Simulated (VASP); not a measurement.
BN, 2 atoms in the cell. The cell holds a slab with vacuum, 2 atoms: a = 2.383 Å, b = 2.383 Å, c = 26.000 Å, α = 90.00°, β = 90.00°, γ = 120.00°. 

- Program: VASP 6.6.1
- Task: single point
- Functional: PBE
- Dispersion: D3(BJ)
- Potentials or basis: VASP PAW PBE potentials, release 64 (B, N)
- Cutoff: 520 eV
- k mesh: 12 × 12 × 1
- Occupations: gaussian, width 0.02 eV
- Spin: no spin polarisation
- Dipole correction: yes
- Further INCAR settings: ALGO = Normal; EDIFF = 1e-07; NBANDS = 11

Potentials or basis: VASP PAW PBE potentials, release 64 (B, N).

Run with:

```console
$ cat potpaw_PBE.64/B/POTCAR potpaw_PBE.64/N/POTCAR > POTCAR
$ mpirun -np 1 vasp_std > vasp.out
```

Hardware: 1 thread of Intel(R) Xeon(R) Platinum 8559C (Emerald Rapids) (shared host).

Q: Estimate the wall time of this run.

A: Run time: 46 s on 1 thread of Intel(R) Xeon(R) Platinum 8559C (Emerald Rapids) (shared host), peak memory 0.23 GiB. Counts: scf iterations 23, k points 19.
